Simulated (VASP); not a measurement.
# Sc (Fm-3m) in VASP: a series of runs, part 2 of 2

VASP 6.6.1. The steps go on from the part before.

**3. Single point, PBEsol (volume scaled by 0.92)**

File INCAR:

```
PREC     = Accurate       # precision mode
ENCUT    = 520            # plane-wave cutoff, eV
EDIFF    = 1E-6           # SCF threshold, eV
ISMEAR   = -1             # smearing method
SIGMA    = 0.1            # smearing width, eV
LREAL    = False          # projectors in reciprocal space
LASPH    = True           # aspherical terms in the spheres
NELM     = 60             # most SCF steps
ALGO     = Normal         # electronic algorithm
ISIF     = 2              # what is computed and relaxed
LWAVE    = False          # write WAVECAR
LCHARG   = True           # write CHGCAR
GGA      = PS             # functional
LELF     = True           # ELF
LVHAR    = True         
NBANDS   = 12             # bands
```

File KPOINTS:

```
Automatic mesh
0
Gamma
  13 13 13
```

File POSCAR:

```
Sc
1.0
    0.0000000000      2.2174959939      2.2174959939
    2.2174959939      0.0000000000      2.2174959939
    2.2174959939      2.2174959939      0.0000000000
Sc
1
Direct
    0.0000000000      0.0000000000      0.0000000000
```

Potentials or basis: VASP PAW PBE potentials, release 64 (Sc_sv).

The run is started by

```
$ cat potpaw_PBE.64/Sc_sv/POTCAR > POTCAR
$ mpirun -np 1 vasp_std > vasp.out
```

OUTCAR:

```text
PREC = Accurate
   ENCUT = 520
   EDIFF = 1E-6
   ISMEAR = -1
   LREAL = False
   LASPH = True
   NELM = 60
   ISIF = 2
   GGA = PS

 ion  position               nearest neighbor table
   1  0.000  0.000  0.000-

  LATTYP: Found a face centered cubic cell.
 ALAT       =     4.4349919878

  Lattice vectors:

 A1 = (   0.0000000000,   2.2174959939,   2.2174959939)
 A2 = (   2.2174959939,   0.0000000000,   2.2174959939)
 A3 = (   2.2174959939,   2.2174959939,   0.0000000000)

Analysis of symmetry for initial positions (statically):
=====================================================================
 Subroutine PRICEL returns:
 Original cell was already a primitive cell.

 Routine SETGRP: Setting up the symmetry group for a
 face centered cubic supercell.

 Subroutine GETGRP returns: Found 48 space group operations
 (whereof 48 operations were pure point group operations)
 out of a pool of 48 trial point group operations.

The static configuration has the point symmetry O_h .

Analysis of symmetry for dynamics (positions and initial velocities):
=====================================================================
 Subroutine PRICEL returns:
 Original cell was already a primitive cell.

 Routine SETGRP: Setting up the symmetry group for a
 face centered cubic supercell.

 Subroutine GETGRP returns: Found 48 space group operations
 (whereof 48 operations were pure point group operations)
 out of a pool of 48 trial point group operations.

The dynamic configuration has the point symmetry O_h .

 Subroutine INISYM returns: Found 48 space group operations
 (whereof 48 operations are pure point group operations),
 and found     1 'primitive' translations

----------------------------------------------------------------------------------------

                                     Primitive cell
[... 106 lines left out ...]
   IALGO  =     38    algorithm
   IMIX   =      4    mixing-type and parameters
     AMIX     =   0.40;   BMIX     =  1.00
     AMIX_MAG =   1.60;   BMIX_MAG =  1.00
  volume/ion in A,a.u.               =      21.81       147.17
  Fermi-wavevector in a.u.,A,eV,Ry     =   1.303165  2.462626 23.105960  1.698240
  Thomas-Fermi vector in A             =   2.434185
   LORBIT       =      0    0 simple, 1 ext, 2 COOP (PROOUT), +10 PAW based schemes
   GGA     = PS    functional components
   LHFCALC =     F    Hartree Fock is set to
   AEXX    =    0.0000 exact exchange contribution
   IVDW    =     0    specifies the selected vdW correction
   LEPSILON=     F    determine dielectric tensor
   LRPA    =     F    only Hartree local field effects (RPA)
 non-spin polarized calculation
  energy-cutoff  :      520.00
  volume of cell :       21.81
 maximum number of plane-waves:       597
   NGX = 11   NGY = 11   NGZ = 11

 number of electron      11.0000003 magnetization

 Free energy of the ion-electron system (eV)
  ---------------------------------------------------
  ext. energy  EPLUGINS =         0.00000000
  ---------------------------------------------------
  free energy    TOTEN  =        -6.56055275 eV

  energy without entropy =       -6.50742710  energy(sigma->0) =       -6.53398992

 E-fermi :   4.3839     XC(G=0): -10.4987

 val. band max:        4.3605508117   @ k =  -0.4615   0.3077   0.1538
 cond. band min:       4.3922987690   @ k =  -0.4615   0.1538   0.0000
 fundamental gap:      0.0317479573
 Fermi energy:         4.3838677809

 k-point     1 :       0.0000    0.0000    0.0000
  band No.  band energies     occupation
      1     -44.5206      2.00000
      2     -22.9352      2.00000
      3     -22.9352      2.00000
      4     -22.9352      2.00000
      5      -1.0315      2.00000
      6       6.1219      0.00000
      7       6.1219      0.00000
      8       6.1219      0.00000
      9       7.7494      0.00000
     10       7.7494      0.00000
     11      17.5872      0.00000
     12      21.4591      0.00000
[... 331 lines left out ...]
 k-point    24 :       0.4615    0.1538    0.0000
  band No.  band energies     occupation
      1     -44.4159      2.00000
      2     -23.4633      2.00000
      3     -23.0789      2.00000
      4     -23.0434      2.00000
      5       2.6355      2.00000
      6       4.4186      0.82798
      7       5.6199      0.00001
      8       6.5022      0.00000
      9       8.8546      0.00000
     10       8.9443      0.00000
     11      12.8396      0.00000
     12      17.3373      0.00000

 [... further k-points ...]
[... 5 lines left out ...]
  --------------------------------------------------------------------------------------
  -------------------------------------------------------------------------------------
  Total        0.6860981      0.6860981      0.6860981     -0.0000000     -0.0000000     -0.0000000
  in kB       50.4055417     50.4055417     50.4055417     -0.0000000     -0.0000000     -0.0000000
  external PRESSURE =      50.4055417 kB  Pullay stress =       0.0000000 kB

 VOLUME and BASIS-vectors are now :
 -----------------------------------------------------------------------------
  energy-cutoff  :      520.00
  volume of cell :       21.81
      direct lattice vectors                 reciprocal lattice vectors
     0.000000000  2.217495994  2.217495994    -0.225479551  0.225479551  0.225479551
     2.217495994  0.000000000  2.217495994     0.225479551 -0.225479551  0.225479551
     2.217495994  2.217495994  0.000000000     0.225479551  0.225479551 -0.225479551

 POSITION                                       TOTAL-FORCE (eV/Angst)
 -----------------------------------------------------------------------------------
      0.00000      0.00000      0.00000         0.000000      0.000000      0.000000
 -----------------------------------------------------------------------------------
    total drift:                               -0.000000      0.000000     -0.000000

  FREE ENERGIE OF THE ION-ELECTRON SYSTEM (eV)
  ---------------------------------------------------
  free  energy   TOTEN  =        -6.5605527506 eV

  energy  without entropy=       -6.5074270969  energy(sigma->0) =       -6.53398992
```

stdout:

```text
POSCAR found type information on POSCAR Sc
 POSCAR found :  1 types and       1 ions
 scaLAPACK will be used
 -----------------------------------------------------------------------------
|                                                                             |
|                                                                             |
|     You enforced a specific xc type in the INCAR file but a different       |
|     I HOPE YOU KNOW WHAT YOU ARE DOING!                                     |
|                                                                             |
 -----------------------------------------------------------------------------

 LDA part: xc-table for (Slater+PW92), standard interpolation
 POSCAR, INCAR and KPOINTS ok, starting setup
 FFT: planning ... GRIDC
 FFT: planning ... GRID_SOFT
 FFT: planning ... GRID
 WAVECAR not read
 entering main loop
```

Run time: 20 s. Hardware: 1 thread of Intel Xeon Platinum 8259CL at 2.50GHz (Skylake/Cascade Lake), shared host; peak memory 0.15 GiB.

Results:

| Quantity | Value |
| --- | --- |
| Free energy | -6.5606 eV |
| Pressure | 5.0 GPa |

Caveat: the PAW data sets were made with another functional, which shifts forces and pressure a little.

**4. Single point, PBEsol (volume scaled by 0.96)**

File INCAR:

```
PREC = Accurate
ENCUT = 520
EDIFF = 1E-6
ISMEAR = -1
SIGMA = 0.1
LREAL = F
LASPH = T
NELM = 100
ALGO = Normal
ISIF = 2
LWAVE = F
LCHARG = T
GGA = PS
LELF = T
LVHAR = T
NBANDS = 12
```

KPOINTS is that of step 3.

File POSCAR:

```
Sc
1.0
    0.0000000000      2.2491787886      2.2491787886
    2.2491787886      0.0000000000      2.2491787886
    2.2491787886      2.2491787886      0.0000000000
Sc
1
Direct
    0.0000000000      0.0000000000      0.0000000000
```

The run is started by

```
$ cat potpaw_PBE.64/Sc_sv/POTCAR > POTCAR
$ mpirun -np 1 vasp_std > vasp.out
```

Wall time 19 s (1 thread of Intel Xeon Platinum 8259CL at 2.50GHz (Skylake/Cascade Lake), shared host); peak memory 0.15 GiB.

Results (log left out):

| Quantity | Value |
| --- | --- |
| Free energy | -6.5826 eV |
| Pressure | 2.3 GPa |

Levels at points of the mesh, in eV from the Fermi level:
| k point | band 2 | band 3 | band 4 | band 5 | band 6 | band 7 | band 8 | band 9 |
| --- | --- | --- | --- | --- | --- | --- | --- | --- |
| (0.00, 0.00, 0.00) | -27.46 | -27.46 | -27.46 | -5.35 | 1.68 | 1.68 | 1.68 | 3.22 |

Caveat: the PAW data sets were made with another functional, which shifts forces and pressure a little.

**5. The runs side by side**

```tsv
cell	gap on the mesh (eV)	pressure (GPa)
a = 3.090 Å, angles 60.0°, 1 atom	none	8.3
a = 3.136 Å, angles 60.0°, 1 atom	none	5.0
a = 3.181 Å, angles 60.0°, 1 atom	none	2.3
```

Alike in all rows: task single point; level PBEsol; potentials or basis VASP PAW PBE potentials, release 64 (Sc_sv); no spin polarisation; k mesh 13 × 13 × 13; cutoff (eV) 520; smearing fermi-dirac 0.1 eV.

Caveats: the PAW data sets were made with another functional, which shifts forces and pressure a little.

Absolute energies hang on the potentials; compare differences alone.
